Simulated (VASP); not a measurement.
# SbH (Fm-3m) in VASP: notebook

Runs on SbH. Level: PBEsol. Tasks: single point.

Everything below comes from runs of VASP 6.6.1. Logs are shortened: lines on timing, memory, paths and dates and some standing lists are left out, and cuts for length are marked.

**1. The cell of the first run**

It takes space group Fm-3m (No. 225, cubic). Conventional cell: a = 5.253 Å, b = 5.253 Å, c = 5.253 Å, α = 90.00°, β = 90.00°, γ = 90.00°. H (site symmetry m-3m) has 6 Sb at 2.63 Å within 3.5 Å. Sb (site symmetry m-3m) has 6 H at 2.63 Å within 3.5 Å.

**2. Single point, PBEsol**

INCAR reads:

```
SYSTEM = SbH
PREC = Accurate
ENCUT = 500
EDIFF = 1E-6
ISMEAR = 0
SIGMA = 0.06
LREAL = .FALSE.
LASPH = .TRUE.
NELM = 120
ALGO = Normal
ISIF = 2
LWAVE = .FALSE.
LCHARG = .FALSE.
GGA = PS
NBANDS = 10
GGA_COMPAT = .FALSE.
```

KPOINTS reads:

```
Automatic mesh
0
G
  6 6 6
  0 0 0
```

POSCAR reads:

```
SbH
1.0
    0.0000000000      2.6264530000      2.6264530000
    2.6264530000      0.0000000000      2.6264530000
    2.6264530000      2.6264530000      0.0000000000
H Sb
1 1
Direct
    0.5000000000      0.5000000000      0.5000000000
    0.0000000000      0.0000000000      0.0000000000
```

Potentials or basis: VASP PAW PBE potentials, release 64 (H, Sb).

Run with:

```sh
$ cat potpaw_PBE.64/H/POTCAR potpaw_PBE.64/Sb/POTCAR > POTCAR
$ mpirun -np 1 vasp_std > vasp.out
```

OUTCAR:

```text
SYSTEM = SbH
   PREC = Accurate
   ENCUT = 500
   EDIFF = 1E-6
   ISMEAR = 0
   LREAL = .FALSE.
   LASPH = .TRUE.
   NELM = 120
   ISIF = 2
   GGA = PS

 ion  position               nearest neighbor table
   1  0.500  0.500  0.500-
   2  0.000  0.000  0.000-

  LATTYP: Found a face centered cubic cell.
 ALAT       =     5.2529060000

  Lattice vectors:

 A1 = (   0.0000000000,   2.6264530000,   2.6264530000)
 A2 = (   2.6264530000,   0.0000000000,   2.6264530000)
 A3 = (   2.6264530000,   2.6264530000,   0.0000000000)

Analysis of symmetry for initial positions (statically):
=====================================================================
 Subroutine PRICEL returns:
 Original cell was already a primitive cell.

 Routine SETGRP: Setting up the symmetry group for a
 face centered cubic supercell.

 Subroutine GETGRP returns: Found 48 space group operations
 (whereof 48 operations were pure point group operations)
 out of a pool of 48 trial point group operations.

The static configuration has the point symmetry O_h .

Analysis of symmetry for dynamics (positions and initial velocities):
=====================================================================
 Subroutine PRICEL returns:
 Original cell was already a primitive cell.

 Routine SETGRP: Setting up the symmetry group for a
 face centered cubic supercell.

 Subroutine GETGRP returns: Found 48 space group operations
 (whereof 48 operations were pure point group operations)
 out of a pool of 48 trial point group operations.

The dynamic configuration has the point symmetry O_h .

 Subroutine INISYM returns: Found 48 space group operations
 (whereof 48 operations are pure point group operations),
 and found     1 'primitive' translations

----------------------------------------------------------------------------------------

                                     Primitive cell

  volume of cell :      36.2359

  direct lattice vectors                    reciprocal lattice vectors
     0.000000000  2.626453000  2.626453000    -0.190370816  0.190370816  0.190370816
     2.626453000  0.000000000  2.626453000     0.190370816 -0.190370816  0.190370816
     2.626453000  2.626453000  0.000000000     0.190370816  0.190370816 -0.190370816

  length of vectors
     3.714365454  3.714365454  3.714365454     0.329731925  0.329731925  0.329731925

  position of ions in fractional coordinates (direct lattice)
     0.500000000  0.500000000  0.500000000
[... 74 lines left out ...]
   NFREE  =      0    steps in history (QN), initial steepest desc. (CG)
   ISIF   =      2    stress and relaxation
   ISYM   =      2    0-nonsym 1-usesym 2-fastsym
   POTIM  = 0.5000    time-step for ionic-motion
   TEBEG  =    0.0;   TEEND  =   0.0 temperature during run
   PSTRESS=    0.0 pullay stress
   NELECT =       6.0000    total number of electrons
   NUPDOWN=      -1.0000    fix difference up-down
   EMIN   =  10.00;   EMAX   =-10.00  energy-range for DOS
   EFERMI =   0.00;   METHOD = LEGACY
   ISMEAR =     0;   SIGMA  =   0.06  broadening in eV -4-tet -1-fermi 0-gaus
   EFERMI_NEDOS =   21; number of points for ismear=-14 and -15
   IALGO  =     38    algorithm
   IMIX   =      4    mixing-type and parameters
     AMIX     =   0.40;   BMIX     =  1.00
     AMIX_MAG =   1.60;   BMIX_MAG =  1.00
  volume/ion in A,a.u.               =      18.12       122.27
  Fermi-wavevector in a.u.,A,eV,Ry     =   0.898971  1.698809 10.995529  0.808149
  Thomas-Fermi vector in A             =   2.021747
   LORBIT       =      0    0 simple, 1 ext, 2 COOP (PROOUT), +10 PAW based schemes
   GGA     = PS    functional components
   LHFCALC =     F    Hartree Fock is set to
   AEXX    =    0.0000 exact exchange contribution
   IVDW    =     0    specifies the selected vdW correction
   LEPSILON=     F    determine dielectric tensor
   LRPA    =     F    only Hartree local field effects (RPA)
 non-spin polarized calculation
 Gauss-broadening in eV      SIGMA  =   0.06
  energy-cutoff  :      500.00
  volume of cell :       36.24
 maximum number of plane-waves:       941
   NGX = 13   NGY = 13   NGZ = 13

 number of electron       6.0000000 magnetization

 Free energy of the ion-electron system (eV)
  ---------------------------------------------------
  ext. energy  EPLUGINS =         0.00000000
  ---------------------------------------------------
  free energy    TOTEN  =        -6.24524172 eV

  energy without entropy =       -6.24378138  energy(sigma->0) =       -6.24451155

 E-fermi :   5.6670     XC(G=0):  -9.6650

 val. band max:        5.6084352648   @ k =   0.5000   0.1667   0.0000
 cond. band min:       5.8121584090   @ k =   0.5000   0.3333   0.0000
 fundamental gap:      0.2037231442
 Fermi energy:         5.6670244787

 k-point     1 :       0.0000    0.0000    0.0000
  band No.  band energies     occupation
      1      -6.1713      2.00000
      2       6.5482      0.00000
      3       8.6517      0.00000
      4       8.6517      0.00000
      5       8.6517      0.00000
      6      14.3143      0.00000
      7      14.3143      0.00000
      8      14.3143      0.00000
      9      15.4714      0.00000
     10      17.9580      0.00000
[... 183 lines left out ...]
 k-point    16 :      -0.3333    0.5000    0.1667
  band No.  band energies     occupation
      1      -2.4044      2.00000
      2       1.7887      2.00000
      3       2.2245      2.00000
      4       3.8891      2.00000
      5       8.0115      0.00000
      6      12.5837      0.00000
      7      15.8912      0.00000
      8      17.2753      0.00000
      9      20.1865      0.00000
     10      21.9374      0.00000

------------------------ aborting loop because EDIFF is reached ----------------------------------------

  FORCE on cell =-STRESS in cart. coord.  units (eV):
  Direction    XX          YY          ZZ          XY          YZ          ZX
  --------------------------------------------------------------------------------------
  -------------------------------------------------------------------------------------
  Total       -2.4538200     -2.4538200     -2.4538200     -0.0000000     -0.0000000      0.0000000
  in kB     -108.4961652   -108.4961652   -108.4961652     -0.0000000     -0.0000000      0.0000000
  external PRESSURE =    -108.4961652 kB  Pullay stress =       0.0000000 kB

 VOLUME and BASIS-vectors are now :
 -----------------------------------------------------------------------------
  energy-cutoff  :      500.00
  volume of cell :       36.24
      direct lattice vectors                 reciprocal lattice vectors
     0.000000000  2.626453000  2.626453000    -0.190370816  0.190370816  0.190370816
     2.626453000  0.000000000  2.626453000     0.190370816 -0.190370816  0.190370816
     2.626453000  2.626453000  0.000000000     0.190370816  0.190370816 -0.190370816

 POSITION                                       TOTAL-FORCE (eV/Angst)
 -----------------------------------------------------------------------------------
      2.62645      2.62645      2.62645         0.000000      0.000000      0.000000
      0.00000      0.00000      0.00000        -0.000000     -0.000000     -0.000000
 -----------------------------------------------------------------------------------
    total drift:                                0.000000      0.000000      0.000000

  FREE ENERGIE OF THE ION-ELECTRON SYSTEM (eV)
  ---------------------------------------------------
  free  energy   TOTEN  =        -6.2452417157 eV

  energy  without entropy=       -6.2437813811  energy(sigma->0) =       -6.24451155
```

stdout:

```text
POSCAR found type information on POSCAR H Sb
 POSCAR found :  2 types and       2 ions
 scaLAPACK will be used
 -----------------------------------------------------------------------------
|                                                                             |
|                                                                             |
|     You enforced a specific xc type in the INCAR file but a different       |
|     I HOPE YOU KNOW WHAT YOU ARE DOING!                                     |
|                                                                             |
 -----------------------------------------------------------------------------

 LDA part: xc-table for (Slater+PW92), standard interpolation
 POSCAR, INCAR and KPOINTS ok, starting setup
 FFT: planning ... GRIDC
 FFT: planning ... GRID_SOFT
 FFT: planning ... GRID
 WAVECAR not read
 entering main loop
```

Run time: 3.1 s. Hardware: 1 thread of Intel Xeon 6975P-C (Granite Rapids), shared host; peak memory 0.15 GiB.

Results:

- Free energy: -6.2452 eV
- Pressure: -10.8 GPa
- Band gap on the k mesh: zero (bands 3 and 4 overlap by 4.76 eV)

Caveat: the cell stands under tension; the PAW data sets were made with another functional, which shifts forces and pressure a little; spin-orbit coupling is left out, which moves the levels of the heavy elements.

**3. Single point, PBEsol, non-collinear spin, zero start, spin-orbit coupling**

INCAR reads:

```
SYSTEM = SbH
ALGO     = Normal         ! electronic algorithm
EDIFF    = 1E-6           ! SCF threshold, eV
ENCUT    = 500            ! plane-wave cutoff, eV
GGA      = PS             ! functional
GGA_COMPAT= .False.      
ISIF     = 2              ! what is computed and relaxed
ISMEAR   = 0              ! smearing method
LASPH    = .True.         ! aspherical terms in the spheres
LCHARG   = .False.        ! write CHGCAR
LORBIT   = 11             ! projections on sites
LORBMOM  = .True.       
LREAL    = .False.        ! projectors in reciprocal space
LSORBIT  = .True.         ! spin-orbit coupling
LWAVE    = .False.        ! write WAVECAR
MAGMOM   = 0 0 0 0 0 0    ! initial moments
NBANDS   = 18             ! bands
NELM     = 200            ! most SCF steps
PREC     = Accurate       ! precision mode
SIGMA    = 0.06           ! smearing width, eV
```

KPOINTS reads:

```
k-points
0
Gamma
  6 6 6
  0 0 0
```

POSCAR is that of step 2.

Potentials or basis: VASP PAW PBE potentials, release 64 (H, Sb).

Run with:

```sh
$ cat potpaw_PBE.64/H/POTCAR potpaw_PBE.64/Sb/POTCAR > POTCAR
$ mpirun -np 1 vasp_ncl > vasp.out
```

OUTCAR:

```text
SYSTEM = SbH
   EDIFF = 1E-6
   ENCUT = 500
   GGA = PS
   ISIF = 2
   ISMEAR = 0
   LASPH = .True.
   LORBIT = 11
   LREAL = .False.
   LSORBIT = .True.
   NELM = 200
   PREC = Accurate

 ion  position               nearest neighbor table
   1  0.500  0.500  0.500-
   2  0.000  0.000  0.000-

  LATTYP: Found a face centered cubic cell.
 ALAT       =     5.2529060000

  Lattice vectors:

 A1 = (   0.0000000000,   2.6264530000,   2.6264530000)
 A2 = (   2.6264530000,   0.0000000000,   2.6264530000)
 A3 = (   2.6264530000,   2.6264530000,   0.0000000000)

Analysis of symmetry for initial positions (statically):
=====================================================================
 Subroutine PRICEL returns:
 Original cell was already a primitive cell.

 Routine SETGRP: Setting up the symmetry group for a
 face centered cubic supercell.

 Subroutine GETGRP returns: Found 48 space group operations
 (whereof 48 operations were pure point group operations)
 out of a pool of 48 trial point group operations.

The static configuration has the point symmetry O_h .

[... 586 lines left out ...]
     0.0000000     0.0000000     0.0000000     0.0000000     0.0000000     0.0000000     0.0000000
     0.0000000     0.0000000     0.0000000     0.0000000     0.0000000     0.0000000     0.0000000
     0.0000000     0.0000000     0.0000000     0.0000000     0.0000000     0.0000000     0.0000000
     0.0000000     0.0000000     0.0000000     0.0000000     0.0000000     0.0000000     0.0000000
     0.0000000     0.0000000     0.0000000     0.0000000     0.0000000     0.0000000     0.0000000

 Ion:    2  E_soc:     -0.1521900
 l=   1
     0.0000000    -0.0251577    -0.0251577
    -0.0251577     0.0000000    -0.0251577
    -0.0251577    -0.0251577     0.0000000
 l=   2
     0.0000000    -0.0000281     0.0000000    -0.0000281    -0.0001792
    -0.0000281     0.0000000    -0.0001344    -0.0000281    -0.0000448
     0.0000000    -0.0001344     0.0000000    -0.0001344     0.0000000
    -0.0000281    -0.0000281    -0.0001344     0.0000000    -0.0000448
    -0.0001792    -0.0000448     0.0000000    -0.0000448     0.0000000
 l=   3
     0.0000000     0.0000000     0.0000000     0.0000000     0.0000000     0.0000000     0.0000000
     0.0000000     0.0000000     0.0000000     0.0000000     0.0000000     0.0000000     0.0000000
     0.0000000     0.0000000     0.0000000     0.0000000     0.0000000     0.0000000     0.0000000
     0.0000000     0.0000000     0.0000000     0.0000000     0.0000000     0.0000000     0.0000000
     0.0000000     0.0000000     0.0000000     0.0000000     0.0000000     0.0000000     0.0000000
     0.0000000     0.0000000     0.0000000     0.0000000     0.0000000     0.0000000     0.0000000
     0.0000000     0.0000000     0.0000000     0.0000000     0.0000000     0.0000000     0.0000000

 total charge

# of ion       s       p       d       tot
------------------------------------------
    1        0.393   0.008   0.000   0.401
    2        1.281   0.925   0.031   2.237
--------------------------------------------------
tot          1.674   0.933   0.031   2.638

 magnetization (x)

# of ion       s       p       d       tot
------------------------------------------
    1        0.000  -0.000   0.000   0.000
    2       -0.000   0.000   0.000  -0.000
--------------------------------------------------
tot         -0.000  -0.000   0.000  -0.000

 magnetization (y)

# of ion       s       p       d       tot
------------------------------------------
    1       -0.000  -0.000   0.000  -0.000
    2        0.000   0.000   0.000   0.000
--------------------------------------------------
tot          0.000   0.000   0.000   0.000

 magnetization (z)

# of ion       s       p       d       tot
------------------------------------------
    1       -0.000  -0.000   0.000  -0.000
    2        0.000   0.000   0.000   0.000
--------------------------------------------------
tot          0.000   0.000   0.000   0.000
```

OSZICAR:

```text
N       E                     dE             d eps       ncg     rms          rms(c)
DAV:   1     0.112246081264E+02    0.11225E+02   -0.18805E+03   576   0.489E+02
DAV:   2    -0.566075711968E+01   -0.16885E+02   -0.15981E+02   770   0.896E+01
DAV:   3    -0.643862096979E+01   -0.77786E+00   -0.75358E+00   716   0.176E+01
DAV:   4    -0.644357046650E+01   -0.49495E-02   -0.49485E-02   672   0.170E+00
DAV:   5    -0.644362276014E+01   -0.52294E-04   -0.52293E-04   682   0.184E-01    0.207E+00
DAV:   6    -0.632712244174E+01    0.11650E+00   -0.12545E-01   628   0.178E+00    0.957E-01
DAV:   7    -0.631722573073E+01    0.98967E-02   -0.41777E-02   626   0.113E+00    0.510E-01
DAV:   8    -0.631775804918E+01   -0.53232E-03   -0.45754E-03   694   0.455E-01    0.248E-01
DAV:   9    -0.631789221393E+01   -0.13416E-03   -0.12934E-04   644   0.894E-02    0.398E-02
DAV:  10    -0.631788819928E+01    0.40146E-05   -0.42181E-05   644   0.506E-02    0.243E-02
DAV:  11    -0.631788806352E+01    0.13576E-06   -0.61625E-06   636   0.177E-02
   1 F= -.63178881E+01 E0= -.63172778E+01  d E =-.122050E-02  mag=    -0.0000     0.0000     0.0000
```

Run time: 12 s. Hardware: 1 thread of Intel Xeon 6975P-C (Granite Rapids), shared host; peak memory 0.24 GiB.

What came out:

```yaml
Free_energy: -6.3179 eV
Pressure: -10.6 GPa
Net_moment: 0.00 μB per cell
Valence_electrons_inside_the_program's_atomic_spheres: H 0.40; Sb 2.24
```

Moments on the atoms (μB; x, y, z):
```
H   0.00 0.00 0.00
Sb  0.00 0.00 0.00
```

Caveat: the cell stands under tension; the PAW data sets were made with another functional, which shifts forces and pressure a little.
